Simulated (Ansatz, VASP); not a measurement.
**Ni: VASP beside Ansatz**

The input POSCAR:

```
Ni
1.0
    2.4780335603      0.0000000000      0.0000000000
   -1.2390167802      2.1460400147      0.0000000000
    0.0000000000      0.0000000000      4.0874365486
Ni
2
Direct
    0.3333333333      0.6666666667      0.2500000000
    0.6666666667      0.3333333333      0.7500000000
```

Contents of INCAR.step1:

```
SYSTEM = Ni
  PREC = Accurate
  ENCUT = 520
  ISMEAR = -1
  SIGMA = 0.1
  LREAL = .FALSE.
  LASPH = .TRUE.
  NELM = 80
  NBANDS = 17
  GGA = PE
  ALGO = Normal
  EDIFF = 1E-4
  LWAVE = .TRUE.
  LCHARG = .FALSE.
```

File INCAR.step2:

```
SYSTEM = Ni
  PREC = Accurate
  ENCUT = 520
  EDIFF = 1E-6
  ISMEAR = -1
  SIGMA = 0.1
  LREAL = .FALSE.
  LASPH = .TRUE.
  NELM = 80
  ALGO = Normal
  ISIF = 2
  LWAVE = .FALSE.
  LCHARG = .TRUE.
  METAGGA = R2SCAN
  LMIXTAU = .TRUE.
  LELF = .TRUE.
  LVHAR = .TRUE.
  NBANDS = 17
  ISTART = 1
```

KPOINTS

```
Automatic mesh
0
G
  17 17 9
  0 0 0
```

Input for Ansatz:

```yaml
crystal:
  lattice:
    - [2.4780335603, 0.0, 0.0]
    - [-1.2390167802, 2.1460400147, 0.0]
    - [0.0, 0.0, 4.0874365486]
  atoms:
    - { symbol: Ni, position: [0.3333333333, 0.6666666667, 0.25] }
    - { symbol: Ni, position: [0.6666666667, 0.3333333333, 0.75] }
hamiltonian:
  xc: r2scan
  pseudopotentials:
    kind: paw
    azcp:
      Ni: "pseudopotentials/Ni.paw.azcp"
basis:
  ecutwfc: 500
  fft_grid_basis: typed
kpoints:
  mp_grid: { grid: [17, 17, 9], shift: [0, 0, 0] }
magnetization:
  spin_polarized: false
scf:
  occupations: { method: fermi_dirac, width: 0.1 }
  lower_state_search: "off"
output:
  stress: true
```

Alike in both runs: task single point; functional r2SCAN; k mesh 17 × 17 × 9; occupations fermi-dirac, width 0.1 eV; no spin polarisation.

|  | VASP | Ansatz |
| --- | --- | --- |
| version | VASP 6.6.1 | Ansatz 0.2.0 |
| potentials or method | VASP PAW PBE potentials, release 64 (Ni), cutoff 520 eV | plane waves (500 eV) with PAW, scalar-relativistic |
| valence electrons in the cell | 20 | 36 |

```tsv
	VASP	Ansatz	Ansatz less VASP
pressure (GPa)	-7.5	-8.1	-0.61
traceless stress, the component that is largest in VASP (GPa)	-0.10	0.04	+0.134
```

VASP's potentials were made for PBE, not for r2SCAN. With one functional, cell and mesh, what is left measures potentials, basis and numerics. VASP's potentials hold 20 valence electrons a cell and Ansatz's 36, so a difference there can come from the potentials and not from the codes.
